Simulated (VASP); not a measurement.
# C (Fd-3m) in VASP: single point with LDA

Aim: the single point of C with LDA.

Program: VASP 6.6.1. These are calculated values, not measurements. Logs are shortened: lines on timing, memory, paths and dates and some standing lists are left out, and cuts for length are marked.

## 1. The cell of the first run

It takes space group Fd-3m (No. 227, cubic). Conventional cell: a = 3.531 Å, b = 3.531 Å, c = 3.531 Å, α = 90.00°, β = 90.00°, γ = 90.00°. Within 2.0 Å of C (site symmetry -43m) lie 4 C at 1.53 Å.

## 2. Single point, LDA

INCAR reads:

```
SYSTEM = C
PREC = Accurate ; ENCUT = 1300
EDIFF = 1E-6 ; ISMEAR = 0
SIGMA = 0.02 ; LREAL = .False.
LASPH = .True. ; NELM = 120
ALGO = Normal ; ISIF = 2
LWAVE = .False. ; LCHARG = .False.
GGA = CA ; NBANDS = 11
GGA_COMPAT = .False.
```

KPOINTS reads:

```
regular mesh
0
Gamma
  12 12 12
  0 0 0
```

POSCAR reads:

```
C
1.0
    0.0000000000      1.7657234643      1.7657234643
    1.7657234643      0.0000000000      1.7657234643
    1.7657234643      1.7657234643      0.0000000000
C
2
Direct
    0.0000000000      0.0000000000      0.0000000000
    0.2500000000      0.2500000000      0.2500000000
```

Potentials or basis: VASP PAW LDA potentials, release 64 (C_h).

The run is started by

```
$ cat potpaw_LDA.64/C_h/POTCAR > POTCAR
$ mpirun -np 1 vasp_std > vasp.out
```

OUTCAR:

```text
SYSTEM = C
   PREC = Accurate
   ENCUT = 1300
   EDIFF = 1E-6
   ISMEAR = 0
   LREAL = .False.
   LASPH = .True.
   NELM = 120
   ISIF = 2
   GGA = CA

 ion  position               nearest neighbor table
   1  0.000  0.000  0.000-
   2  0.250  0.250  0.250-

  LATTYP: Found a face centered cubic cell.
 ALAT       =     3.5314469286

  Lattice vectors:

 A1 = (   0.0000000000,   1.7657234643,   1.7657234643)
 A2 = (   1.7657234643,   0.0000000000,   1.7657234643)
 A3 = (   1.7657234643,   1.7657234643,   0.0000000000)

Analysis of symmetry for initial positions (statically):
=====================================================================
 Subroutine PRICEL returns:
 Original cell was already a primitive cell.

 Routine SETGRP: Setting up the symmetry group for a
 face centered cubic supercell.

 Subroutine GETGRP returns: Found 48 space group operations
 (whereof 24 operations were pure point group operations)
 out of a pool of 48 trial point group operations.

The static configuration has the point symmetry T_d .
 The point group associated with its full space group is O_h .

Analysis of symmetry for dynamics (positions and initial velocities):
=====================================================================
 Subroutine PRICEL returns:
 Original cell was already a primitive cell.

 Routine SETGRP: Setting up the symmetry group for a
 face centered cubic supercell.

 Subroutine GETGRP returns: Found 48 space group operations
 (whereof 24 operations were pure point group operations)
 out of a pool of 48 trial point group operations.

The dynamic configuration has the point symmetry T_d .
 The point group associated with its full space group is O_h .

 Subroutine INISYM returns: Found 48 space group operations
 (whereof 24 operations are pure point group operations),
 and found     1 'primitive' translations

----------------------------------------------------------------------------------------

                                     Primitive cell

  volume of cell :      11.0103

  direct lattice vectors                    reciprocal lattice vectors
     0.000000000  1.765723464  1.765723464    -0.283170049  0.283170049  0.283170049
     1.765723464  0.000000000  1.765723464     0.283170049 -0.283170049  0.283170049
     1.765723464  1.765723464  0.000000000     0.283170049  0.283170049 -0.283170049

  length of vectors
     2.497110071  2.497110071  2.497110071     0.490464912  0.490464912  0.490464912

  position of ions in fractional coordinates (direct lattice)
     0.000000000  0.000000000  0.000000000
     0.250000000  0.250000000  0.250000000

  ion indices of the primitive-cell ions
   primitive index   ion index
                 1           1
                 2           2

----------------------------------------------------------------------------------------

 KPOINTS: regular mesh

Automatic generation of k-mesh.
 Grid dimensions read from file:
 generate k-points for:   12   12   12

 Generating k-lattice:

  Cartesian coordinates                     Fractional coordinates (reciprocal lattice)
    -0.023597504  0.023597504  0.023597504     0.083333333  0.000000000  0.000000000
     0.023597504 -0.023597504  0.023597504     0.000000000  0.083333333  0.000000000
     0.023597504  0.023597504 -0.023597504     0.000000000  0.000000000  0.083333333

  Length of vectors
     0.040872076  0.040872076  0.040872076

  Shift w.r.t. Gamma in fractional coordinates (k-lattice)
     0.000000000  0.000000000  0.000000000

 Subroutine IBZKPT returns following result:
 ===========================================

 Found     72 irreducible k-points:

 Following reciprocal coordinates:
            Coordinates               Weight
  0.000000  0.000000  0.000000      1.000000
  0.083333  0.000000  0.000000      8.000000
  0.166667  0.000000  0.000000      8.000000
  0.250000  0.000000  0.000000      8.000000
  0.333333  0.000000  0.000000      8.000000
  0.416667  0.000000  0.000000      8.000000
[... 16 lines left out ...]
  0.500000  0.166667  0.000000     24.000000
 -0.416667  0.166667  0.000000     24.000000
 [... further k-points ...]
   k-points           NKPTS =     72   k-points in BZ     NKDIM =     72   number of bands    NBANDS=     11
   number of dos      NEDOS =    301   number of ions     NIONS =      2
   total plane-waves  NPLWV =  27000
   dimension x,y,z NGX =    30 NGY =   30 NGZ =   30
   dimension x,y,z NGXF=    60 NGYF=   60 NGZF=   60
   ions per type =               2
   NGX,Y,Z   is equivalent  to a cutoff of  19.97, 19.97, 19.97 a.u.
   NGXF,Y,Z  is equivalent  to a cutoff of  39.95, 39.95, 39.95 a.u.
 SYSTEM =  C
   PREC   = accura    normal or accurate (medium, high low for compatibility)
   ISTART =      0    job   : 0-new  1-cont  2-samecut
   ICHARG =      2    charge: 1-file 2-atom 10-const
   ISPIN  =      1    spin polarized calculation?
   LNONCOLLINEAR =      F non collinear calculations
   LSORBIT =      F    spin-orbit coupling
   LASPH  =      T    aspherical Exc in radial PAW
   ENCUT  = 1300.0 eV  95.55 Ry    9.77 a.u.   7.34  7.34  7.34*2*pi/ulx,y,z
   NELM   =    120;   NELMIN=  2; NELMDL= -5     # of ELM steps
   EDIFF  = 0.1E-05   stopping-criterion for ELM
   LREAL  =      F    real-space projection
   EDIFFG = 0.1E-04   stopping-criterion for IOM
   NSW    =      0    number of steps for IOM
   IBRION =     -1    ionic relax: 0-MD 1-quasi-New 2-CG
   NFREE  =      0    steps in history (QN), initial steepest desc. (CG)
   ISIF   =      2    stress and relaxation
   ISYM   =      2    0-nonsym 1-usesym 2-fastsym
   POTIM  = 0.5000    time-step for ionic-motion
   TEBEG  =    0.0;   TEEND  =   0.0 temperature during run
   PSTRESS=    0.0 pullay stress
   NELECT =       8.0000    total number of electrons
   NUPDOWN=      -1.0000    fix difference up-down
   EMIN   =  10.00;   EMAX   =-10.00  energy-range for DOS
   EFERMI =   0.00;   METHOD = LEGACY
   ISMEAR =     0;   SIGMA  =   0.02  broadening in eV -4-tet -1-fermi 0-gaus
   EFERMI_NEDOS =   21; number of points for ismear=-14 and -15
   IALGO  =     38    algorithm
   IMIX   =      4    mixing-type and parameters
     AMIX     =   0.40;   BMIX     =  1.00
     AMIX_MAG =   1.60;   BMIX_MAG =  1.00
  volume/ion in A,a.u.               =       5.51        37.15
  Fermi-wavevector in a.u.,A,eV,Ry     =   1.471766  2.781235 29.471519  2.166096
  Thomas-Fermi vector in A             =   2.586862
   LORBIT       =      0    0 simple, 1 ext, 2 COOP (PROOUT), +10 PAW based schemes
   GGA     = CA    functional components
   LHFCALC =     F    Hartree Fock is set to
   AEXX    =    0.0000 exact exchange contribution
   IVDW    =     0    specifies the selected vdW correction
   LEPSILON=     F    determine dielectric tensor
   LRPA    =     F    only Hartree local field effects (RPA)
 non-spin polarized calculation
 Gauss-broadening in eV      SIGMA  =   0.02
  energy-cutoff  :     1300.00
  volume of cell :       11.01
 maximum number of plane-waves:      1211
 NGX is ok and might be reduce to    30
   NGX = 15   NGY = 15   NGZ = 15

 number of electron       8.0000000 magnetization

 Free energy of the ion-electron system (eV)
  ---------------------------------------------------
  ext. energy  EPLUGINS =         0.00000000
  ---------------------------------------------------
  free energy    TOTEN  =       -20.26744846 eV

  energy without entropy =      -20.26744846  energy(sigma->0) =      -20.26744846

 E-fermi :  11.5950     XC(G=0): -13.7985

 val. band max:       11.3416236865   @ k =   0.0000   0.0000   0.0000
 cond. band min:      15.5412711930   @ k =   0.3333   0.3333   0.0000
 fundamental gap:      4.1996475065
 Fermi energy:        11.5949937244

 k-point     1 :       0.0000    0.0000    0.0000
  band No.  band energies     occupation
      1     -10.3797      2.00000
      2      11.3416      2.00000
      3      11.3416      2.00000
      4      11.3416      2.00000
      5      16.9689      0.00000
      6      16.9689      0.00000
      7      16.9689      0.00000
      8      25.5779      0.00000
      9      30.7432      0.00000
     10      38.2970      0.00000
     11      38.2970      0.00000

 k-point     2 :       0.0833    0.0000    0.0000
  band No.  band energies     occupation
      1     -10.1838      2.00000
      2      10.0997      2.00000
      3      11.0089      2.00000
      4      11.0089      2.00000
      5      17.4036      0.00000
      6      17.4036      0.00000
      7      17.7225      0.00000
      8      25.6862      0.00000
      9      31.0548      0.00000
     10      35.9767      0.00000
     11      35.9767      0.00000

 k-point     3 :       0.1667    0.0000    0.0000
  band No.  band energies     occupation
      1      -9.5981      2.00000
      2       7.5384      2.00000
      3      10.2894      2.00000
      4      10.2894      2.00000
      5      18.3430      0.00000
      6      18.3430      0.00000
      7      18.9165      0.00000
      8      25.9918      0.00000
      9      31.7062      0.00000
     10      34.3333      0.00000
     11      34.3333      0.00000
[... 267 lines left out ...]
 k-point    23 :       0.5000    0.1667    0.0000
  band No.  band energies     occupation
      1      -4.4582      2.00000
      2      -0.8847      2.00000
      3       6.2883      2.00000
      4       7.2680      2.00000
      5      18.4940      0.00000
      6      22.1810      0.00000
      7      23.0065      0.00000
      8      25.7560      0.00000
      9      31.5329      0.00000
     10      35.4478      0.00000
     11      38.1824      0.00000

 k-point    24 :      -0.4167    0.1667    0.0000
  band No.  band energies     occupation
      1      -3.9837      2.00000
      2      -1.4471      2.00000
      3       5.7842      2.00000
      4       7.6591      2.00000
      5      18.9404      0.00000
      6      21.6815      0.00000
      7      22.9898      0.00000
      8      26.9407      0.00000
      9      30.8458      0.00000
     10      35.7338      0.00000
     11      36.1577      0.00000

 [... further k-points ...]

------------------------ aborting loop because EDIFF is reached ----------------------------------------

  FORCE on cell =-STRESS in cart. coord.  units (eV):
  Direction    XX          YY          ZZ          XY          YZ          ZX
  --------------------------------------------------------------------------------------
  -------------------------------------------------------------------------------------
  Total        0.0710046      0.0710046      0.0710046      0.0000000     -0.0000000      0.0000000
  in kB       10.3323415     10.3323415     10.3323415      0.0000000     -0.0000000      0.0000000
  external PRESSURE =      10.3323415 kB  Pullay stress =       0.0000000 kB

 VOLUME and BASIS-vectors are now :
 -----------------------------------------------------------------------------
  energy-cutoff  :     1300.00
  volume of cell :       11.01
      direct lattice vectors                 reciprocal lattice vectors
     0.000000000  1.765723464  1.765723464    -0.283170049  0.283170049  0.283170049
     1.765723464  0.000000000  1.765723464     0.283170049 -0.283170049  0.283170049
     1.765723464  1.765723464  0.000000000     0.283170049  0.283170049 -0.283170049

 POSITION                                       TOTAL-FORCE (eV/Angst)
 -----------------------------------------------------------------------------------
      0.00000      0.00000      0.00000        -0.000000     -0.000000     -0.000000
      0.88286      0.88286      0.88286         0.000000      0.000000      0.000000
 -----------------------------------------------------------------------------------
    total drift:                                0.000000     -0.000000     -0.000000

  FREE ENERGIE OF THE ION-ELECTRON SYSTEM (eV)
  ---------------------------------------------------
  free  energy   TOTEN  =       -20.2674484588 eV

  energy  without entropy=      -20.2674484588  energy(sigma->0) =      -20.26744846
```

Run time: 17 s. Hardware: 1 thread of AMD EPYC 7R13 (Zen 3), shared host; peak memory 0.12 GiB.

What came out:

```yaml
Free_energy: -20.2674 eV
Pressure: 1.0 GPa
Band_gap_on_the_k_mesh: 4.20 eV (least direct gap 5.63 eV)
```

Levels at points of the mesh, in eV from the valence-band top:
| k point | band 1 | band 2 | band 3 | band 4 | band 5 | band 6 | band 7 | band 8 | band 9 |
| --- | --- | --- | --- | --- | --- | --- | --- | --- | --- |
| (0.00, 0.00, 0.00) | -21.72 | 0.00 | 0.00 | 0.00 | 5.63 | 5.63 | 5.63 | 14.24 | 19.40 |
| (0.50, 0.00, 0.00) | -15.71 | -13.70 | -2.87 | -2.87 | 8.51 | 8.51 | 9.42 | 15.68 | 21.95 |
| (0.50, 0.50, 0.00) | -12.82 | -12.82 | -6.47 | -6.47 | 4.78 | 4.78 | 17.08 | 17.08 | 23.48 |

A k mesh can miss the band edges.
